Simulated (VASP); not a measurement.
# NbSi31 (a cell with a defect) in VASP: single point with PBEsol

Aim: the single point of NbSi31 (a cell with a defect) with PBEsol.

Program: VASP 6.6.1. These are calculated values, not measurements. Logs are shortened: lines on timing, memory, paths and dates and some standing lists are left out, and cuts for length are marked.

### Step 1. The cell of the first run

The cell holds a defect, 32 atoms: a = 9.412 Å, b = 9.412 Å, c = 9.412 Å, α = 109.47°, β = 109.47°, γ = 109.47°.

### Step 2. Single point, PBEsol

INCAR

```
PREC = Accurate
ENCUT = 520
EDIFF = 1E-6
ISMEAR = 0
SIGMA = 0.02
LREAL = Auto
LASPH = True
NELM = 80
ALGO = Normal
ISIF = 2
LWAVE = False
LCHARG = False
GGA = PS
NBANDS = 90
NELECT = 136.0
```

KPOINTS

```
Automatic mesh
0
Gamma
  2 2 2
  0.5 0.5 0.5
```

POSCAR

```
NbSi31
1.0
    5.4338340902     -5.4338340902      5.4338340902
   -5.4338340902      5.4338340902      5.4338340902
   -5.4338340902     -5.4338340902     -5.4338340902
Nb Si
1 31
Direct
    0.2500000000      0.0000000000      0.5000000000
    0.5005389726      0.0000000000      0.2457122574
    0.7500000000      0.0000000000      0.0000000000
   -0.0042877426      0.2505389726      0.5000000000
    0.2500000000      0.2505389726      0.2457122574
   -0.0042877426      0.0000000000      0.7505389726
    0.7500000000      0.5000000000      0.5000000000
    0.5042877426      0.2542877426      0.0048267151
    0.7548267151      0.2542877426      0.7542877426
   -0.0005389726      0.4951732849      0.2494610274
    0.5005389726      0.7457122574      0.5000000000
    0.2500000000      0.5000000000      0.0000000000
    0.7451732849      0.7494610274      0.2494610274
    0.5042877426      0.5048267151      0.7542877426
   -0.0005389726      0.7494610274     -0.0048267151
    0.2500000000      0.7457122574      0.7505389726
    0.2500000000      0.0000000000      0.7666022515
    0.5166022515      0.0000000000      0.5000000000
    0.7504288042      0.0000000000      0.2486530350
    0.0017757692      0.2513469650      0.7513469650
    0.2500000000      0.2666022515      0.5000000000
   -0.0013469650      0.0000000000      0.0004288042
    0.7495711958      0.4995711958      0.7482242308
    0.5013469650      0.2513469650      0.2517757692
    0.7495711958      0.2482242308     -0.0004288042
   -0.0013469650      0.5004288042      0.5000000000
    0.5013469650      0.7517757692      0.7513469650
    0.2500000000      0.5004288042      0.2486530350
    0.7504288042      0.7486530350      0.5000000000
    0.4982242308      0.4995711958     -0.0004288042
   -0.0166022515      0.7333977485      0.2333977485
    0.2500000000      0.7486530350      0.0004288042
```

Potentials or basis: VASP PAW PBE potentials, release 64 (Nb_sv, Si).

Launch:

```bash
$ cat potpaw_PBE.64/Nb_sv/POTCAR potpaw_PBE.64/Si/POTCAR > POTCAR
$ mpirun -np 1 vasp_std > vasp.out
```

OUTCAR:

```text
PREC = Accurate
   ENCUT = 520
   EDIFF = 1E-6
   ISMEAR = 0
   LREAL = Auto
   LASPH = True
   NELM = 80
   ISIF = 2
   GGA = PS
   NELECT = 136.0

 ion  position               nearest neighbor table
   1  0.250  0.000  0.500-  17 2.51  18 2.51  21 2.51  31 2.51
   2  0.501  0.000  0.246-  19 2.34  24 2.34  32 2.34  18 2.35
   3  0.750  0.000  0.000-  19 2.34  22 2.34  25 2.34  27 2.34
   4  0.996  0.251  0.500-  26 2.34  20 2.34  19 2.34  21 2.35
   5  0.250  0.251  0.246-  28 2.34  24 2.34  22 2.34  21 2.35
   6  0.996  0.000  0.751-  22 2.34  20 2.34  29 2.34  17 2.35
[... 24 lines left out ...]
  31  0.983  0.733  0.233-  10 2.35  13 2.35  15 2.35   1 2.51
  32  0.250  0.749  0.000-  12 2.34  16 2.34   2 2.34  15 2.34

  LATTYP: Found a body centered cubic cell.
 ALAT       =    10.8676681804

  Lattice vectors:

 A1 = (   5.4338340902,  -5.4338340902,   5.4338340902)
 A2 = (  -5.4338340902,   5.4338340902,   5.4338340902)
 A3 = (  -5.4338340902,  -5.4338340902,  -5.4338340902)

Analysis of symmetry for initial positions (statically):
=====================================================================
 Subroutine PRICEL returns:
 Original cell was already a primitive cell.

 Routine SETGRP: Setting up the symmetry group for a
 body centered cubic supercell.

 Subroutine GETGRP returns: Found 24 space group operations
 (whereof  2 operations were pure point group operations)
 out of a pool of 48 trial point group operations.

The static configuration has the point symmetry C_1h.
 The point group associated with its full space group is T_d .

Analysis of symmetry for dynamics (positions and initial velocities):
=====================================================================
 Subroutine PRICEL returns:
 Original cell was already a primitive cell.

 Routine SETGRP: Setting up the symmetry group for a
 body centered cubic supercell.

 Subroutine GETGRP returns: Found 24 space group operations
 (whereof  2 operations were pure point group operations)
 out of a pool of 48 trial point group operations.

The dynamic configuration has the point symmetry C_1h.
 The point group associated with its full space group is T_d .

 Subroutine INISYM returns: Found 24 space group operations
 (whereof  2 operations are pure point group operations),
 and found     1 'primitive' translations

----------------------------------------------------------------------------------------

                                     Primitive cell

  volume of cell :     641.7696

  direct lattice vectors                    reciprocal lattice vectors
     5.433834090 -5.433834090  5.433834090     0.000000000 -0.092016059  0.092016059
    -5.433834090  5.433834090  5.433834090    -0.092016059  0.000000000  0.092016059
    -5.433834090 -5.433834090 -5.433834090    -0.092016059 -0.092016059  0.000000000

  length of vectors
     9.411676724  9.411676724  9.411676724     0.130130359  0.130130359  0.130130359

  position of ions in fractional coordinates (direct lattice)
     0.250000000  0.000000000  0.500000000
     0.500538973  0.000000000  0.245712257
     0.750000000  0.000000000  0.000000000
     0.995712257  0.250538973  0.500000000
     0.250000000  0.250538973  0.245712257
     0.995712257  0.000000000  0.750538973
[... 24 lines left out ...]
     0.983397749  0.733397749  0.233397749
     0.250000000  0.748653035  0.000428804

  ion indices of the primitive-cell ions
   primitive index   ion index
                 1           1
                 2           2
                 3           3
                 4           4
                 5           5
                 6           6
[... 24 lines left out ...]
                31          31
                32          32

----------------------------------------------------------------------------------------

 KPOINTS: Automatic mesh

Automatic generation of k-mesh.
 Grid dimensions read from file:
 generate k-points for:    2    2    2

 Generating k-lattice:

  Cartesian coordinates                     Fractional coordinates (reciprocal lattice)
     0.000000000 -0.046008030  0.046008030     0.500000000  0.000000000  0.000000000
    -0.046008030  0.000000000  0.046008030     0.000000000  0.500000000  0.000000000
    -0.046008030 -0.046008030  0.000000000     0.000000000  0.000000000  0.500000000

  Length of vectors
     0.065065180  0.065065180  0.065065180

  Shift w.r.t. Gamma in fractional coordinates (k-lattice)
     0.500000000  0.500000000  0.500000000

 Subroutine IBZKPT returns following result:
 ===========================================

 Found      2 irreducible k-points:

 Following reciprocal coordinates:
            Coordinates               Weight
  0.250000  0.250000  0.250000      2.000000
 -0.250000  0.250000  0.250000      6.000000
   k-points           NKPTS =      2   k-points in BZ     NKDIM =      2   number of bands    NBANDS=     90
   number of dos      NEDOS =    301   number of ions     NIONS =     32
   total plane-waves  NPLWV = 343000
   dimension x,y,z NGX =    70 NGY =   70 NGZ =   70
   dimension x,y,z NGXF=   140 NGYF=  140 NGZF=  140
   ions per type =               1  31
   NGX,Y,Z   is equivalent  to a cutoff of  12.36, 12.36, 12.36 a.u.
   NGXF,Y,Z  is equivalent  to a cutoff of  24.73, 24.73, 24.73 a.u.
 SYSTEM =  unknown system
   PREC   = accura    normal or accurate (medium, high low for compatibility)
   ISTART =      0    job   : 0-new  1-cont  2-samecut
   ICHARG =      2    charge: 1-file 2-atom 10-const
   ISPIN  =      1    spin polarized calculation?
   LNONCOLLINEAR =      F non collinear calculations
   LSORBIT =      F    spin-orbit coupling
   LASPH  =      T    aspherical Exc in radial PAW
   ENCUT  =  520.0 eV  38.22 Ry    6.18 a.u.  17.50 17.50 17.50*2*pi/ulx,y,z
   NELM   =     80;   NELMIN=  2; NELMDL= -5     # of ELM steps
   EDIFF  = 0.1E-05   stopping-criterion for ELM
   LREAL  =      T    real-space projection
   EDIFFG = 0.1E-04   stopping-criterion for IOM
   NSW    =      0    number of steps for IOM
   IBRION =     -1    ionic relax: 0-MD 1-quasi-New 2-CG
   NFREE  =      0    steps in history (QN), initial steepest desc. (CG)
   ISIF   =      2    stress and relaxation
   ISYM   =      2    0-nonsym 1-usesym 2-fastsym
   POTIM  = 0.5000    time-step for ionic-motion
   TEBEG  =    0.0;   TEEND  =   0.0 temperature during run
   PSTRESS=    0.0 pullay stress
   NELECT =     136.0000    total number of electrons
   NUPDOWN=      -1.0000    fix difference up-down
   EMIN   =  10.00;   EMAX   =-10.00  energy-range for DOS
   EFERMI =   0.00;   METHOD = LEGACY
   ISMEAR =     0;   SIGMA  =   0.02  broadening in eV -4-tet -1-fermi 0-gaus
   EFERMI_NEDOS =   21; number of points for ismear=-14 and -15
   IALGO  =     38    algorithm
   IMIX   =      4    mixing-type and parameters
     AMIX     =   0.40;   BMIX     =  1.00
     AMIX_MAG =   1.60;   BMIX_MAG =  1.00
  volume/ion in A,a.u.               =      20.06       135.34
  Fermi-wavevector in a.u.,A,eV,Ry     =   0.976026  1.844422 12.961276  0.952627
  Thomas-Fermi vector in A             =   2.106612
   LORBIT       =      0    0 simple, 1 ext, 2 COOP (PROOUT), +10 PAW based schemes
   GGA     = PS    functional components
   LHFCALC =     F    Hartree Fock is set to
   AEXX    =    0.0000 exact exchange contribution
   IVDW    =     0    specifies the selected vdW correction
   LEPSILON=     F    determine dielectric tensor
   LRPA    =     F    only Hartree local field effects (RPA)
 non-spin polarized calculation
 Gauss-broadening in eV      SIGMA  =   0.02
  energy-cutoff  :      520.00
  volume of cell :      641.77
 maximum number of plane-waves:     17304
 NGX is ok and might be reduce to    70
   NGX = 35   NGY = 35   NGZ = 35

 number of electron     135.9999998 magnetization

 Free energy of the ion-electron system (eV)
  ---------------------------------------------------
  ext. energy  EPLUGINS =         0.00000000
  ---------------------------------------------------
  free energy    TOTEN  =      -191.45415781 eV

  energy without entropy =     -191.45415781  energy(sigma->0) =     -191.45415781

 E-fermi :   5.2817     XC(G=0):  -9.5960

 val. band max:        5.1577428300   @ k =  -0.2500   0.2500   0.2500
 cond. band min:       5.7420124972   @ k =   0.2500   0.2500   0.2500
 fundamental gap:      0.5842696671
 Fermi energy:         5.2816607604

 k-point     1 :       0.2500    0.2500    0.2500
  band No.  band energies     occupation
      1     -49.2766      2.00000
      2     -25.3929      2.00000
      3     -25.3929      2.00000
      4     -25.3929      2.00000
      5      -5.3098      2.00000
      6      -5.3098      2.00000
[... 72 lines left out ...]
     79       7.4603      0.00000
     80       7.5058      0.00000

 k-point     2 :      -0.2500    0.2500    0.2500
  band No.  band energies     occupation
      1     -49.2766      2.00000
      2     -25.3929      2.00000
      3     -25.3929      2.00000
      4     -25.3929      2.00000
      5      -5.7719      2.00000
      6      -4.7906      2.00000
[... 72 lines left out ...]
     79       7.9823      0.00000
     80       8.0950      0.00000
 [bands above 80 left out]

------------------------ aborting loop because EDIFF is reached ----------------------------------------

  FORCE on cell =-STRESS in cart. coord.  units (eV):
  Direction    XX          YY          ZZ          XY          YZ          ZX
  --------------------------------------------------------------------------------------
  -------------------------------------------------------------------------------------
  Total       -4.2745221     -4.2745221     -4.2745221      0.0000000     -0.0000000     -0.0000000
  in kB      -10.6713420    -10.6713420    -10.6713420      0.0000000     -0.0000000     -0.0000000
  external PRESSURE =     -10.6713420 kB  Pullay stress =       0.0000000 kB

 VOLUME and BASIS-vectors are now :
 -----------------------------------------------------------------------------
  energy-cutoff  :      520.00
  volume of cell :      641.77
      direct lattice vectors                 reciprocal lattice vectors
     5.433834090 -5.433834090  5.433834090     0.000000000 -0.092016059  0.092016059
    -5.433834090  5.433834090  5.433834090    -0.092016059  0.000000000  0.092016059
    -5.433834090 -5.433834090 -5.433834090    -0.092016059 -0.092016059  0.000000000

 POSITION                                       TOTAL-FORCE (eV/Angst)
 -----------------------------------------------------------------------------------
     -1.35846     -4.07538     -1.35846         0.000000     -0.000000     -0.000000
      1.38469     -4.05501      1.38469        -0.008847      0.022535     -0.008847
      4.07538     -4.07538      4.07538         0.000000     -0.000000     -0.000000
      1.33223     -6.76607      4.05501         0.008847     -0.008847     -0.022535
     -1.33809     -1.33223      1.38469         0.022535     -0.008847     -0.008847
      1.33223     -9.48884      1.33223         0.008847      0.022535      0.008847
[... 24 lines left out ...]
      0.09021     -2.62670      8.06054        -0.021759     -0.021759      0.021759
     -2.71193      2.70727      5.42418        -0.012273     -0.009325     -0.009325
 -----------------------------------------------------------------------------------
    total drift:                               -0.000003     -0.000003      0.000004

  FREE ENERGIE OF THE ION-ELECTRON SYSTEM (eV)
  ---------------------------------------------------
  free  energy   TOTEN  =      -191.4541578097 eV

  energy  without entropy=     -191.4541578097  energy(sigma->0) =     -191.45415781
```

It took 3.8 min on 1 thread of Intel Xeon Platinum 8259CL at 2.50GHz (Skylake/Cascade Lake), shared host; peak memory 0.69 GiB.

What came out:

- Free energy: -191.4542 eV
- Largest force: 0.038 eV/Å

Forces in eV/Å, atoms in the order of the input:
```
Nb   0.000  0.000  0.000
Si  -0.009  0.023 -0.009
Si   0.000  0.000  0.000
Si   0.009 -0.009 -0.023
Si   0.023 -0.009 -0.009
Si   0.009  0.023  0.009
Si   0.000  0.000  0.000
Si   0.009  0.009  0.023
Si  -0.023  0.009 -0.009
Si  -0.009 -0.023  0.009
Si  -0.009  0.009 -0.023
Si   0.000  0.000  0.000
Si  -0.023 -0.009  0.009
Si   0.009 -0.023 -0.009
Si  -0.009 -0.009  0.023
Si   0.023  0.009  0.009
Si   0.022  0.022  0.022
Si  -0.022  0.022 -0.022
Si   0.009 -0.012  0.009
Si   0.012 -0.009  0.009
Si   0.022 -0.022 -0.022
Si  -0.009 -0.012 -0.009
Si   0.009  0.009 -0.012
Si  -0.009 -0.009 -0.012
Si   0.009  0.012 -0.009
Si  -0.009  0.009  0.012
Si  -0.009  0.012  0.009
Si  -0.012  0.009  0.009
Si   0.009 -0.009  0.012
Si   0.012  0.009 -0.009
Si  -0.022 -0.022  0.022
Si  -0.012 -0.009 -0.009
```

Levels at points of the mesh, in eV from the Fermi level:
```
           k point  band 64  band 65  band 66  band 67  band 68  band 69  band 70  band 71  band 72  band 73
(0.25, 0.25, 0.25)    -0.25    -0.25    -0.18    -0.18    -0.18     0.46     0.46     1.81     1.81     1.81
```

Caveat: the cell carries a net charge on a neutralising background, which shifts energy and pressure; the cell is charged against a uniform background, so pressure and absolute levels hang on convention; the PAW data sets were made with another functional, which shifts forces and pressure a little.
